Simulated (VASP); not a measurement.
Runs of VASP 6.6.1 on Rh2C. The structure is that of space group R-3m (No. 166), or close to it. The cells are those of the table. 

| task | cell | k mesh | cutoff (eV) | gap on the mesh (eV) | pressure (GPa) | largest force (eV/Å) |
| --- | --- | --- | --- | --- | --- | --- |
| single point | a = 4.566 Å, angles 40.2°, 3 atoms | 18 × 18 × 18 | 520 | none | 0.2 | (a) |
| single point | a = 4.807 Å, angles 36.0°, 3 atoms | 6 × 6 × 6 | 520 | none | 9.8 | 0.08 |
| relaxation of cell and atoms | relaxed from a = 4.807 Å, angles 36.0°, 3 atoms | 6 × 6 × 6 | 600 | none | 0.2 | 0.01 |
| single point | a = 4.571 Å, angles 40.1°, 3 atoms | 6 × 6 × 6 | 520 | none | 0.3 | 0.01 |

Alike in all rows: level PBE; potentials or basis VASP PAW PBE potentials, release 64 (Rh_pv, C); no spin polarisation; smearing gaussian 0.1 eV.

**Question.** Estimate the missing entries.

**Answer.** (a) 0.02.

Caveats: some runs use coarse meshes.

A k mesh can miss the band edges, and the runs leave out spin-orbit coupling on Rh.

A gap of «none» marks levels without a gap at the run's occupations.
